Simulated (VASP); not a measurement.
Wanted: the native input for a VASP 6.6.1 run.

| Quantity | Value |
| --- | --- |
| Task | relaxation of cell and atoms |
| Functional | PBE |
| Potentials or basis | VASP PAW PBE potentials, release 64 (Al) |
| Cutoff | 600 eV |
| k mesh | 24 × 24 × 24 |
| Occupations | gaussian, width 0.1 eV |
| Spin | no spin polarisation |
| Dipole correction | no |
| Further INCAR settings | ALGO = Fast; EDIFF = 1e-06; IBRION = 2; EDIFFG = -0.01; NSW = 100; ISIF = 3 |

The structure of Al lies in POSCAR:

```
Al
1.0
    0.0000000000      2.0220273655      2.0220273655
    2.0220273655      0.0000000000      2.0220273655
    2.0220273655      2.0220273655      0.0000000000
Al
1
Direct
    0.5000000000      0.5000000000      0.5000000000
```

The input as run:

INCAR

```
SYSTEM = Al
ALGO = Fast ; EDIFF = 1E-6
EDIFFG = -0.01 ; ENCUT = 600
GGA = PE ; IBRION = 2
ISIF = 3 ; ISMEAR = 0
LASPH = .True. ; LCHARG = .False.
LREAL = .False. ; LWAVE = .False.
NELM = 60 ; NSW = 100
PREC = Accurate ; SIGMA = 0.1
```

KPOINTS

```
k-points
0
Gamma
  24 24 24
  0 0 0
```

Potentials or basis: VASP PAW PBE potentials, release 64 (Al).

Launch:

```bash
$ cat potpaw_PBE.64/Al/POTCAR > POTCAR
$ mpirun -np 1 vasp_std > vasp.out
```

It gave:

| Property | Result |
| --- | --- |
| Relaxed volume | 16.47 Å³/atom |
| Relaxed cell | a = 2.856 Å, b = 2.856 Å, c = 2.856 Å, α = 60.00°, β = 60.00°, γ = 60.00° |
| Space group after relaxing (to 0.05 Å) | Fm-3m (No. 225) |
| Energy gained by relaxing | 0.1 meV/atom |
| Ionic steps | 2 |
| Pressure after relaxing | 0.0 GPa |

Run time: 14 s on 1 thread of Intel(R) Xeon(R) 6975P-C (Granite Rapids), with other jobs on the host, peak memory 0.16 GiB.
